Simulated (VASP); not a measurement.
A run of VASP 6.6.1:

The input INCAR:

```
ALGO = Normal
EDIFF = 1E-6
ENCUT = 520
GGA = PS
ISIF = 2
ISMEAR = 0
IVDW = 12
LASPH = T
LCHARG = F
LREAL = F
LWAVE = F
NBANDS = 20
NELM = 60
PREC = Accurate
SIGMA = 0.01
```

KPOINTS

```
Automatic mesh
0
Gamma
  5 5 4
  0 0 0.5
```

POSCAR

```
NaLiICl
1.0
    4.0916360000      0.0000000000      0.0000000000
    0.0000000000      4.0916360000      0.0000000000
    0.0000000000      0.0000000000      6.2153440000
Na Li I Cl
1 1 1 1
Direct
    0.5000000000      0.5000000000      0.5000000000
    0.0000000000      0.0000000000      0.0000000000
    0.5000000000      0.5000000000      0.0000000000
    0.0000000000      0.0000000000      0.5000000000
```

Potentials or basis: VASP PAW PBE potentials, release 64 (Na_pv, Li_sv, I, Cl).

Launch:

```sh
$ cat potpaw_PBE.64/Na_pv/POTCAR potpaw_PBE.64/Li_sv/POTCAR potpaw_PBE.64/I/POTCAR potpaw_PBE.64/Cl/POTCAR > POTCAR
$ mpirun -np 1 vasp_std > vasp.out
```

Hardware: 1 thread of Intel(R) Xeon(R) Platinum 8559C (Emerald Rapids), with other jobs on the host.

**Question.** Estimate the wall time of this run.

**Answer.** Run time: 20 s on 1 thread of Intel(R) Xeon(R) Platinum 8559C (Emerald Rapids) (shared host), peak memory 0.21 GiB. Counts: scf iterations 12, k points 12.
